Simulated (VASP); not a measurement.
Set up this calculation in VASP 6.6.1, as the native input.

| Property | Result |
| --- | --- |
| Task | single point |
| Functional | PBE |
| Potentials or basis | VASP PAW PBE potentials, release 64 (In_d, O) |
| Cutoff | 520 eV |
| k mesh | 5 × 5 × 2 |
| Occupations | gaussian, width 0.2 eV |
| Spin | no spin polarisation |
| Dipole correction | no |
| Further INCAR settings | ALGO = Normal; EDIFF = 1e-07; NBANDS = 51 |

The structure of In6O lies in POSCAR:

```
In6O
1.0
    3.2649269147      0.0000000000      0.0000000000
    0.0000000000      3.2649269147      0.0000000000
    0.0000000000      0.0000000000     16.1826712524
In O
6 1
Direct
    0.5000000000      0.5000000000      0.8262983758
    0.5000000000      0.5000000000      0.1737016242
    0.0000000000      0.0000000000      0.0000000000
    0.0000000000      0.0000000000      0.3412792397
    0.0000000000      0.0000000000      0.6587207603
    0.5000000000      0.5000000000      0.5000000000
    0.5000000000      0.5000000000      0.0000000000
```

One way to write it, as run:

INCAR

```
ALGO     = Normal         # electronic algorithm
EDIFF    = 1E-7           # SCF threshold, eV
ENCUT    = 520            # plane-wave cutoff, eV
GGA      = PE             # functional
ISIF     = 2              # what is computed and relaxed
ISMEAR   = 0              # smearing method
LASPH    = T              # aspherical terms in the spheres
LCHARG   = F              # write CHGCAR
LREAL    = F              # projectors in reciprocal space
LWAVE    = F              # write WAVECAR
NBANDS   = 51             # bands
NELM     = 60             # most SCF steps
PREC     = Accurate       # precision mode
SIGMA    = 0.2            # smearing width, eV
```

KPOINTS

```
k-points
0
Gamma
  5 5 2
```

Potentials or basis: VASP PAW PBE potentials, release 64 (In_d, O).

Launch:

```sh
$ cat potpaw_PBE.64/In_d/POTCAR potpaw_PBE.64/O/POTCAR > POTCAR
$ mpirun -np 1 vasp_std > vasp.out
```

It gave:

- Pressure: 0.1 GPa
- Largest force: 0.025 eV/Å
- Band gap on the k mesh: zero (band 42 reaches 8.50 eV, above the bottom of band 43 at 6.16 eV)

Caveat: the k points lie up to 0.38 Å⁻¹ apart; spin-orbit coupling is left out, which moves the levels of the heavy elements.

Run time: 85 s on 1 thread of Intel(R) Xeon(R) Platinum 8488C (Sapphire Rapids), on a shared host, peak memory 0.27 GiB.
